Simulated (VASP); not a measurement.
Be, 2 atoms in the cell. Symmetry: Fd-3m, No. 227, cubic system. Conventional cell: a = 4.824 Å, b = 4.824 Å, c = 4.824 Å, α = 90.00°, β = 90.00°, γ = 90.00°. Be (site symmetry -43m) has 4 Be at 2.09 Å within 2.8 Å. 

* Program: VASP 6.6.1
* Task: single point
* Functional: LDA
* Potentials or basis: VASP PAW LDA potentials, release 64 (Be)
* Cutoff: 520 eV
* k mesh: 15 × 15 × 15
* Occupations: fermi-dirac, width 0.08 eV
* Spin: no spin polarisation
* Dipole correction: no
* Further INCAR settings: ALGO = Normal; EDIFF = 1e-06; NBANDS = 9

Potentials or basis: VASP PAW LDA potentials, release 64 (Be).

Command:

```sh
$ cat potpaw_LDA.64/Be/POTCAR > POTCAR
$ mpirun -np 1 vasp_std > vasp.out
```

Hardware: 1 thread of Intel(R) Xeon(R) 6975P-C (Granite Rapids) (shared host).

Question: Estimate the wall time of this run.

Answer: Run time: 9.5 s on 1 thread of Intel(R) Xeon(R) 6975P-C (Granite Rapids), on a shared host, peak memory 0.14 GiB. Counts: scf iterations 9, k points 120.
